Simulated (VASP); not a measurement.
Wanted: the native input for a VASP 6.6.1 run.

```
Task                   : single point
Functional             : PBE
Dispersion             : D3(BJ)
Potentials or basis    : VASP PAW PBE potentials, release 64 (Na_pv, S, Li_sv, Cl)
Cutoff                 : 520 eV
k mesh                 : 1 × 1 × 1, shifted
Occupations            : fermi-dirac, width 0.112 eV
Spin                   : no spin polarisation
Dipole correction      : no
Further INCAR settings : LREAL = Auto; ALGO = Normal; EDIFF = 1e-06; NBANDS = 71; ISYM = 0
```

The structure of Na4Li7S2Cl7 lies in POSCAR:

```
Na4Li7S2Cl7
1.0
    7.4728680000      0.0415700000     -0.1084870000
    0.0415700000      7.3694800000     -0.0643420000
   -0.1084870000     -0.0643420000      7.5562280000
Na S Li Cl
4 2 7 7
Direct
    0.7034100878      0.4770856353      0.5317336235
   -0.0928995686      0.9528494421      0.6200626613
    0.4655188824      0.7710065366      0.9425083321
    0.8552066505      0.1044192013      0.0771992778
    0.5485224187      0.5560699154      0.1872524495
    0.0777647827      0.3589280072      0.1385013282
    0.9725859545      0.2259193311      0.3590561367
    0.3816518287      0.8790942716      0.2627198313
    0.2790562091      0.4384538746      0.3665945456
    0.8198504437      0.5134759852      0.1245249861
    0.4273489044      0.2969783365      0.0709148772
    0.1649191268      0.4868672346     -0.1941805365
    0.2985055616      0.1545536805      0.6125568559
    0.7846973059      0.6605927146      0.8012132923
    0.5703847425      0.1424140052      0.8293347595
    0.0030646467      0.2706379177      0.6472307161
    0.6887174766      0.0974670478      0.3807690977
    0.1682854643      0.9187638948      0.0934035992
    0.4114090419      0.5074365554      0.6536138157
    0.2588853607      0.8963579005      0.5003339174
```

These files were run (other wordings do the same):

INCAR

```
SYSTEM = Na4Li7S2Cl7
PREC     = Accurate       ! precision mode
ENCUT    = 520            ! plane-wave cutoff, eV
EDIFF    = 1E-6           ! SCF threshold, eV
ISMEAR   = -1             ! smearing method
SIGMA    = 0.112          ! smearing width, eV
LREAL    = Auto         
LASPH    = .TRUE.         ! aspherical terms in the spheres
NELM     = 100            ! most SCF steps
ALGO     = Normal         ! electronic algorithm
ISIF     = 2              ! what is computed and relaxed
LWAVE    = .FALSE.        ! write WAVECAR
LCHARG   = .FALSE.        ! write CHGCAR
GGA      = PE             ! functional
IVDW     = 12             ! dispersion correction
NBANDS   = 71             ! bands
ISYM     = 0
```

KPOINTS

```
Automatic mesh
0
Gamma
  1 1 1
  0.25 0.25 0.25
```

Potentials or basis: VASP PAW PBE potentials, release 64 (Na_pv, S, Li_sv, Cl).

Command:

```console
$ cat potpaw_PBE.64/Na_pv/POTCAR potpaw_PBE.64/S/POTCAR potpaw_PBE.64/Li_sv/POTCAR potpaw_PBE.64/Cl/POTCAR > POTCAR
$ mpirun -np 1 vasp_std > vasp.out
```

Results of the run:

```
Largest force              : 1.694 eV/Å
Band gap on the k mesh     : 3.83 eV
Dispersion energy per atom : -0.203 eV
```

Caveat: the k points lie up to 0.85 Å⁻¹ apart.

Wall time 51 s on 1 thread of Intel(R) Xeon(R) Platinum 8488C (Sapphire Rapids), with other jobs on the host, peak memory 0.46 GiB.
